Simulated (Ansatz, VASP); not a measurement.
## CuO2 in VASP and in Ansatz

The input INCAR:

```
ALGO = Normal
EDIFF = 1E-6
ENCUT = 520
GGA = PS
ISIF = 2
ISMEAR = -1
LASPH = True
LCHARG = True
LELF = True
LREAL = False
LVHAR = True
LWAVE = False
NBANDS = 32
NELM = 100
PREC = Accurate
SIGMA = 0.05
```

KPOINTS

```
k-points
0
Gamma
  8 8 5
```

The input POSCAR:

```
CuO2
1.0
    1.3843627000     -5.1065320600      0.0000000000
    1.3843627000      5.1065320600      0.0000000000
    0.0000000000      0.0000000000      4.3434240000
Cu O
2 4
Direct
    0.1672530000      0.8327470000      0.7500000000
    0.8327470000      0.1672530000      0.2500000000
    0.7889700000      0.2110300000      0.7500000000
    0.2110300000      0.7889700000      0.2500000000
    0.5514860000      0.4485140000      0.7500000000
    0.4485140000      0.5514860000      0.2500000000
```

Contents of input.yaml:

```yaml
crystal:
  lattice:
    - [1.3843627, -5.10653206, 0.0]
    - [1.3843627, 5.10653206, 0.0]
    - [0.0, 0.0, 4.343424]
  atoms:
    - { symbol: Cu, position: [0.167253, 0.832747, 0.75] }
    - { symbol: Cu, position: [0.832747, 0.167253, 0.25] }
    - { symbol: O, position: [0.78897, 0.21103, 0.75] }
    - { symbol: O, position: [0.21103, 0.78897, 0.25] }
    - { symbol: O, position: [0.551486, 0.448514, 0.75] }
    - { symbol: O, position: [0.448514, 0.551486, 0.25] }
hamiltonian:
  xc: pbesol
  pseudopotentials: { kind: paw }
kpoints:
  mp_grid: { grid: [8, 8, 5] }
  band_path:
    path:
      - [[0.0, 0.0, 0.0], [0.2683733209, 0.2683733209, 0.0], [0.0, 0.5, 0.0], [0.0, 0.5, 0.5], [0.2683733209, 0.2683733209, 0.5], [0.0, 0.0, 0.5], [0.0, 0.0, 0.0], [-0.5, 0.5, 0.0], [-0.2683733209, 0.7316266791, 0.0], [-0.2683733209, 0.7316266791, 0.5], [-0.5, 0.5, 0.5], [-0.5, 0.5, 0.0]]
      - [[0.0, 0.0, 0.5], [-0.5, 0.5, 0.5]]
    npoints: 14
scf:
  occupations: { method: fermi_dirac, width: 0.05 }
  n_extra_bands: 15
output:
  forces: true
  stress: true
  eigenvalues: true
  fatbands: false
  write_density: true
  write_potential: true
  elf: true
  volumetric_format: npy
```

Alike in both runs: functional PBEsol; k mesh 8 × 8 × 5; occupations fermi-dirac, width 0.05 eV; no spin polarisation.

|  | VASP | Ansatz |
| --- | --- | --- |
| version | VASP 6.6.1 | Ansatz 0.2.0 |
| potentials or method | VASP PAW PBE potentials, release 64 (Cu, O) | Ansatz PAW |
| plane-wave cutoff (eV) | 520 | 420 |
| valence electrons in the cell | 46 | 62 |
| task | single point | band structure |

```csv
,VASP,Ansatz,Ansatz less VASP
gap on the k mesh at the Fermi level (eV),none,none,-
pressure (GPa),-0.3,-1.3,-0.99
"traceless stress, the component that is largest in VASP (GPa)",-2.78,-1.25,+1.525
rms of the force components (eV/Å),0.125,0.070,-0.0548
```

VASP's potentials were made for PBE, not for PBEsol. Atom by atom the forces differ by 0.069 eV/Å (rms over components). A gap of «none» marks a metal or a gap that the smearing closes. VASP's potentials hold 46 valence electrons a cell and Ansatz's 62, so a difference there can come from the potentials and not from the codes.
